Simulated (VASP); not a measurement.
# BiTe in VASP: settings compared, part 2 of 2

VASP 6.6.1. The steps go on from the part before.

**3. Single point, LDA**

This run uses another cell than the first one, of 46.54 Å³/atom, 1.380 times its volume.

Contents of INCAR:

```
SYSTEM = BiTe
ALGO = Normal
EDIFF = 1E-7
ENCUT = 520
ISIF = 2
ISMEAR = 1
ISYM = 0
LASPH = .TRUE.
LCHARG = .TRUE.
LELF = .TRUE.
LREAL = .FALSE.
LVHAR = .TRUE.
LWAVE = .FALSE.
NBANDS = 18
NELM = 80
PREC = Accurate
SIGMA = 0.032
```

Contents of KPOINTS:

```
k-points
0
G
  1 2 6
  0 0 0
```

Contents of POSCAR:

```
BiTe
1.0
    2.6972884630      1.5572802202      3.6932614893
   -2.6972884630      1.5572802202      3.6932614893
    0.0000000000     -3.1145604404      3.6932614893
Bi Te
1 1
Direct
    0.5000000000      0.5000000000      0.5000000000
    0.0000000000      0.0000000000      0.0000000000
```

Potentials or basis: VASP PAW LDA potentials, release 64 (Bi_d, Te).

Command:

```sh
> cat potpaw_LDA.64/Bi_d/POTCAR potpaw_LDA.64/Te/POTCAR > POTCAR
> mpirun -np 1 vasp_std > vasp.out
```

Run time: 12 s. Hardware: 1 thread of Intel Xeon 6975P-C, shared host; peak memory 0.17 GiB.

It converged, with:

```yaml
Free_energy: -5.7485 eV
Pressure: -4.9 GPa
```

Stress tensor (GPa, compression positive):
```
-3.72  1.22  4.15
 1.22 -9.90  3.08
 4.15  3.08 -1.18
```

Levels at points of the mesh, in eV from the Fermi level:
```tsv
k point	band 8	band 9	band 10	band 11	band 12	band 13
(0.00, 0.00, 0.00)	-1.78	-1.73	-0.83	1.36	1.89	1.91
(0.00, 0.50, 0.00)	-1.16	-0.94	-0.66	-0.53	-0.11	0.29
(0.00, 0.00, 0.50)	-1.16	-0.92	-0.57	-0.56	-0.11	0.21
(0.00, 0.50, 0.50)	-3.47	-2.79	-1.99	2.09	2.52	3.04
```

Caveat: the k points lie up to 1.46 Å⁻¹ apart; spin-orbit coupling is left out, which moves the levels of the heavy elements.

**4. Single point, LDA, collinear spin, ferromagnetic start**

Contents of INCAR:

```
PREC = Accurate
ENCUT = 520
EDIFF = 1E-7
ISMEAR = 0
SIGMA = 0.1
LREAL = F
LASPH = T
NELM = 150
ALGO = Normal
ISIF = 2
LWAVE = F
LCHARG = F
ISPIN = 2
MAGMOM = 1.02 1.13
LORBIT = 11
NUPDOWN = 3.0
NBANDS = 22
```

Contents of KPOINTS:

```
Automatic mesh
0
Gamma
  3 3 3
```

Contents of POSCAR:

```
BiTe
1.0
    2.4227077728      1.3987509848      3.3172919545
   -2.4227077728      1.3987509848      3.3172919545
    0.0000000000     -2.7975019696      3.3172919545
Bi Te
1 1
Direct
    0.5000000000      0.5000000000      0.5000000000
    0.0000000000      0.0000000000      0.0000000000
```

Potentials or basis: VASP PAW LDA potentials, release 64 (Bi_d, Te).

Command:

```sh
> cat potpaw_LDA.64/Bi_d/POTCAR potpaw_LDA.64/Te/POTCAR > POTCAR
> mpirun -np 1 vasp_std > vasp.out
```

OUTCAR:

```text
PREC = Accurate
   ENCUT = 520
   EDIFF = 1E-7
   ISMEAR = 0
   LREAL = F
   LASPH = T
   NELM = 150
   ISIF = 2
   ISPIN = 2
   LORBIT = 11
   NUPDOWN = 3.0

 ion  position               nearest neighbor table
   1  0.500  0.500  0.500-   2 3.25   2 3.25   2 3.25   2 3.25   2 3.25   2 3.25
   2  0.000  0.000  0.000-   1 3.25   1 3.25   1 3.25   1 3.25   1 3.25   1 3.25

  LATTYP: Found a trigonal (rhomboedric) cell.
 ALAT       =     4.3394058558
 COS(alpha) =     0.3765932224

  Lattice vectors:

[... 492 lines left out ...]
  in kB       75.3151782     75.3151782     26.1394583      0.0000000     -0.0000000     -0.0000000
  external PRESSURE =      58.9232716 kB  Pullay stress =       0.0000000 kB

 VOLUME and BASIS-vectors are now :
 -----------------------------------------------------------------------------
  energy-cutoff  :      520.00
  volume of cell :       67.45
      direct lattice vectors                 reciprocal lattice vectors
     2.422707773  1.398750985  3.317291954     0.206380648  0.119153923  0.100483568
    -2.422707773  1.398750985  3.317291954    -0.206380648  0.119153923  0.100483568
     0.000000000 -2.797501970  3.317291954     0.000000000 -0.238307845  0.100483568

 POSITION                                       TOTAL-FORCE (eV/Angst)
 -----------------------------------------------------------------------------------
      0.00000      0.00000      4.97594        -0.000000      0.000000      0.000000
      0.00000      0.00000      0.00000         0.000000     -0.000000     -0.000000
 -----------------------------------------------------------------------------------
    total drift:                               -0.000000      0.000000     -0.000000

  FREE ENERGIE OF THE ION-ELECTRON SYSTEM (eV)
  ---------------------------------------------------
  free  energy   TOTEN  =        -5.1577074338 eV

  energy  without entropy=       -5.1476936562  energy(sigma->0) =       -5.15270055

 total charge

# of ion       s       p       d       tot
------------------------------------------
    1        1.545   1.336   9.916  12.797
    2        1.438   1.814   0.054   3.307
--------------------------------------------------
tot          2.983   3.150   9.970  16.103

 magnetization (x)

# of ion       s       p       d       tot
------------------------------------------
    1        0.060   0.752   0.024   0.837
    2        0.065   0.676   0.042   0.783
--------------------------------------------------
tot          0.125   1.428   0.066   1.620
```

OSZICAR:

```text
N       E                     dE             d eps       ncg     rms          rms(c)
DAV:   1     0.172030019951E+03    0.17203E+03   -0.95320E+03   528   0.913E+02
DAV:   2     0.927785922392E+01   -0.16275E+03   -0.15525E+03   560   0.279E+02
DAV:   3    -0.451527256711E+01   -0.13793E+02   -0.13588E+02   630   0.810E+01
DAV:   4    -0.493267367897E+01   -0.41740E+00   -0.41705E+00   650   0.149E+01
DAV:   5    -0.494982956264E+01   -0.17156E-01   -0.17155E-01   724   0.296E+00    0.104E+01
DAV:   6    -0.514408956031E+01   -0.19426E+00   -0.16853E-01   744   0.344E+00    0.579E+00
DAV:   7    -0.515908939072E+01   -0.15000E-01   -0.17111E-02   606   0.105E+00    0.320E+00
DAV:   8    -0.515595265563E+01    0.31367E-02   -0.40125E-03   658   0.449E-01    0.577E-01
DAV:   9    -0.515773094152E+01   -0.17783E-02   -0.18014E-03   704   0.395E-01    0.117E-01
DAV:  10    -0.515771231687E+01    0.18625E-04   -0.86937E-05   618   0.696E-02    0.455E-02
DAV:  11    -0.515770798869E+01    0.43282E-05   -0.32396E-05   612   0.287E-02    0.272E-02
DAV:  12    -0.515770761780E+01    0.37090E-06   -0.41489E-06   642   0.129E-02    0.781E-03
DAV:  13    -0.515770737677E+01    0.24103E-06   -0.34656E-07   632   0.332E-03    0.258E-03
DAV:  14    -0.515770743384E+01   -0.57072E-07   -0.58903E-08   446   0.121E-03
   1 F= -.51577074E+01 E0= -.51527005E+01  d E =-.100138E-01  mag=     3.0000
```

stdout:

```text
POSCAR found type information on POSCAR BiTe
 POSCAR found :  2 types and       2 ions
 scaLAPACK will be used
 LDA part: xc-table for (Slater(with rela. corr.)+CA(PZ))
 , standard interpolation
 POSCAR, INCAR and KPOINTS ok, starting setup
 FFT: planning ... GRIDC
 FFT: planning ... GRID_SOFT
 FFT: planning ... GRID
 WAVECAR not read
 entering main loop
```

Run time: 14 s. Hardware: 1 thread of Intel Xeon 6975P-C, shared host; peak memory 0.17 GiB.

What came out:

| Item | Value |
| --- | --- |
| Free energy | -5.1577 eV |
| Pressure | 5.9 GPa |
| Net moment | 3.00 μB per cell |
| Site moments | Bi +0.84; Te +0.78 μB |
| Valence electrons inside the program's atomic spheres | Bi 12.80; Te 3.31 |

Caveat: the k points lie up to 0.54 Å⁻¹ apart; spin-orbit coupling is left out, which moves the levels of the heavy elements; the total moment is fixed, so each spin has its own Fermi level.

**5. Single point, PBE**

Contents of INCAR:

```
  PREC = Accurate
  ENCUT = 520
  EDIFF = 1E-6
  ISMEAR = 0
  SIGMA = 0.1
  LREAL = F
  LASPH = T
  NELM = 60
  ALGO = Normal
  ISIF = 2
  LWAVE = F
  LCHARG = F
  GGA = PE
  NBANDS = 18
```

Contents of KPOINTS:

```
Automatic mesh
0
Gamma
  6 6 6
```

POSCAR is that of step 4.

Potentials or basis: VASP PAW PBE potentials, release 64 (Bi_d, Te).

Command:

```sh
> cat potpaw_PBE.64/Bi_d/POTCAR potpaw_PBE.64/Te/POTCAR > POTCAR
> mpirun -np 1 vasp_std > vasp.out
```

It used 18 s of CPU time on 1 thread of Intel Xeon 6975P-C (shared host).

Results (log left out):

```
Free energy : -7.1865 eV
Pressure    : -0.1 GPa
```

Stress tensor (GPa, compression positive):
```
-0.06  0.00  0.00
 0.00 -0.06  0.00
 0.00  0.00 -0.30
```

Levels at points of the mesh, in eV from the Fermi level:
| k point | band 7 | band 8 | band 9 | band 10 | band 11 | band 12 | band 13 | band 14 |
| --- | --- | --- | --- | --- | --- | --- | --- | --- |
| (0.00, 0.00, 0.00) | -8.25 | -2.88 | -2.88 | -1.58 | 1.91 | 2.54 | 2.54 | 4.10 |
| (0.50, 0.00, 0.00) | -11.32 | -1.83 | -1.79 | -1.00 | -0.92 | -0.57 | 0.34 | 6.73 |
| (0.50, 0.50, 0.00) | -9.94 | -5.57 | -4.45 | -3.27 | 2.45 | 3.10 | 3.62 | 4.61 |
| (0.50, 0.50, 0.50) | -10.91 | -2.32 | -2.32 | -2.20 | -1.52 | -1.23 | -1.23 | 8.02 |

Caveat: spin-orbit coupling is left out, which moves the levels of the heavy elements.

**6. Single point, PBE**

Contents of INCAR:

```
SYSTEM = BiTe
ALGO     = Normal         ! electronic algorithm
EDIFF    = 1E-7           ! SCF threshold, eV
ENCUT    = 520            ! plane-wave cutoff, eV
GGA      = PE             ! functional
ISIF     = 2              ! what is computed and relaxed
ISMEAR   = 0              ! smearing method
LASPH    = .True.         ! aspherical terms in the spheres
LCHARG   = .False.        ! write CHGCAR
LREAL    = .False.        ! projectors in reciprocal space
LWAVE    = .False.        ! write WAVECAR
NBANDS   = 18             ! bands
NELM     = 60             ! most SCF steps
PREC     = Accurate       ! precision mode
SIGMA    = 0.1            ! smearing width, eV
```

Contents of KPOINTS:

```
k-points
0
Gamma
  4 4 4
  0 0 0
```

Contents of POSCAR:

```
BiTe
1.0
    2.4227077728      1.3987509848      3.3172919545
   -2.4227077728      1.3987509848      3.3172919545
    0.0000000000     -2.7975019696      3.3172919545
Bi Te
1 1
Direct
    0.5011486061      0.4962116033      0.5080144999
    0.0011516058     -0.0092094858      0.0057329079
```

Potentials or basis: VASP PAW PBE potentials, release 64 (Bi_d, Te).

Command:

```sh
> cat potpaw_PBE.64/Bi_d/POTCAR potpaw_PBE.64/Te/POTCAR > POTCAR
> mpirun -np 1 vasp_std > vasp.out
```

Run time: 35 s. Hardware: 1 thread of Intel Xeon 6975P-C, shared host; peak memory 0.2 GiB.

It converged, with:

| Item | Value |
| --- | --- |
| Free energy | -7.2169 eV |
| Pressure | 0.0 GPa |
| Largest force | 0.073 eV/Å |

Forces in eV/Å, atoms in the order of the input:
```
Bi   0.031 -0.003 -0.066
Te  -0.031  0.003  0.066
```

Stress tensor (GPa, compression positive):
```
-0.11  0.01  0.00
 0.01 -0.11  0.00
 0.00  0.00  0.18
```

Levels at points of the mesh, in eV from the Fermi level:
```tsv
k point	band 8	band 9	band 10	band 11	band 12	band 13
(0.00, 0.00, 0.00)	-3.00	-2.99	-1.69	1.79	2.43	2.43
(0.50, 0.00, 0.00)	-1.95	-1.90	-1.12	-1.04	-0.67	0.24
(0.00, 0.50, 0.00)	-1.95	-1.90	-1.13	-1.02	-0.67	0.24
(0.00, 0.00, 0.50)	-1.95	-1.90	-1.12	-1.03	-0.67	0.24
(0.50, 0.50, 0.00)	-5.68	-4.56	-3.38	2.33	2.99	3.51
(0.50, 0.00, 0.50)	-5.68	-4.56	-3.38	2.32	3.00	3.51
(0.00, 0.50, 0.50)	-5.68	-4.56	-3.38	2.33	2.99	3.51
(0.50, 0.50, 0.50)	-2.44	-2.44	-2.31	-1.63	-1.34	-1.33
```

Caveat: the k points lie up to 0.41 Å⁻¹ apart; spin-orbit coupling is left out, which moves the levels of the heavy elements.

**7. Overview**

```csv
level,potentials or basis,spin,fixed moment (μB),cell,k mesh,smearing,gap on the mesh (eV),pressure (GPa)
PBE+D3(BJ),"VASP PAW PBE potentials, release 64 (Bi_d, Te)",off,-,"a = 4.339 Å, angles 67.9°, 2 atoms",2 × 2 × 2,fermi-dirac 0.25852 eV,none,1.4
LDA,"VASP PAW LDA potentials, release 64 (Bi_d, Te)",off,-,"a = 4.831 Å, angles 67.9°, 2 atoms",1 × 2 × 6,methfessel-paxton 0.032 eV,none,-4.9
LDA,"VASP PAW LDA potentials, release 64 (Bi_d, Te)","collinear, ferromagnetic start",3.0,"a = 4.339 Å, angles 67.9°, 2 atoms",3 × 3 × 3,gaussian 0.1 eV,-,5.9
PBE,"VASP PAW PBE potentials, release 64 (Bi_d, Te)",off,-,"a = 4.339 Å, angles 67.9°, 2 atoms",6 × 6 × 6,gaussian 0.1 eV,none,-0.1
PBE,"VASP PAW PBE potentials, release 64 (Bi_d, Te)",off,-,"a = 4.339 Å, angles 67.9°, 2 atoms",4 × 4 × 4,gaussian 0.1 eV,none,0.0
```

Some of these runs hold the atoms at other places in the same cell, which the table doesn't show; runs alike in all that it shows share one row.

Alike in all rows: task single point; cutoff (eV) 520.

Caveats: some runs use coarse meshes; spin-orbit coupling is left out, which moves the levels of the heavy elements; pairwise dispersion overbinds metals, which lowers pressure and volume (some runs); the total moment is fixed, so each spin has its own Fermi level (some runs).

Total energies depend on the potentials used, so only differences within one code and one set of settings carry meaning.
